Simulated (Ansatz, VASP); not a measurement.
**Two plane-wave programs on Ni**

```
CELL_PARAMETERS angstrom
3.98700 0.00000 0.00000
-1.99350 3.45284 0.00000
0.00000 0.00000 2.42358
ATOMIC_POSITIONS crystal
Ni 0.33333 0.66667 0.50000
Ni 0.00000 0.00000 0.00000
Ni 0.66667 0.33333 0.50000
```

Alike in both runs: functional PBE; k mesh 6 × 6 × 6; occupations gaussian, width 0.1 eV; collinear spin.

Ansatz relaxed the structure, and its values are those at the end. VASP's run is a single point on that final structure, the one shown.

```csv
,VASP,Ansatz
version,VASP 6.6.1,Ansatz 0.2.0
potentials or method,"VASP PAW PBE potentials, release 64 (Ni), cutoff 520 eV","scalar-relativistic, plane waves, PAW"
valence electrons in the cell,30,54
```

```csv
,VASP,Ansatz,Ansatz less VASP
gap on the k mesh at the Fermi level (eV),none,none,-
pressure (GPa),-0.1,0.0,+0.05
net moment per atom (μB),0.64,0.66,+0.014
size of the moment on the site where the two differ most (μB),0.67,0.71,+0.044
```

Site moments also hang on the region over which each program counts them. A gap of «none» marks a metal or a gap that the smearing closes. The functional is the same, so the differences come from potentials, cutoffs and numerics. VASP's potentials hold 30 valence electrons a cell and Ansatz's 54, so a difference there can come from the potentials and not from the codes.

The k mesh is coarse, so the values compare programs but aren't converged.
